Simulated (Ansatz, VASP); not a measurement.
**One calculation of Al, two programs**

```
Al
1.0
     5.47844    0.00000    0.00000
     0.00000    2.82651    0.00000
     0.00000    0.00000    8.96083
Al
8
Cartesian
  5.4784 0.7066 6.7206
  2.7392 0.7066 6.7206
  0.0000 2.1199 2.2402
  2.7392 2.1199 2.2402
  1.3696 0.7066 0.1877
  4.1088 0.7066 4.2927
  4.1088 2.1199 8.7731
  1.3696 2.1199 4.6681
```

Alike in both runs: functional PBE; k mesh 8 × 14 × 4; occupations gaussian, width 0.1 eV; no spin polarisation.

Ansatz relaxed the structure, and its values are those at the end. VASP's run is a single point on that final structure, the one shown.

|  | VASP | Ansatz |
| --- | --- | --- |
| version | VASP 6.6.1 | Ansatz 0.2.0 |
| potentials or method | VASP PAW PBE potentials, release 64 (Al), cutoff 520 eV | scalar-relativistic, plane waves, PAW |
| valence electrons in the cell | 24 | 24 |

|  | VASP | Ansatz | Ansatz less VASP |
| --- | --- | --- | --- |
| gap on the k mesh at the Fermi level (eV) | none | none | - |
| pressure (GPa) | 0.0 | 0.0 | +0.03 |

A gap of «none» marks a metal or a gap that the smearing closes. Ansatz's warnings: structure snapped to symmetry.
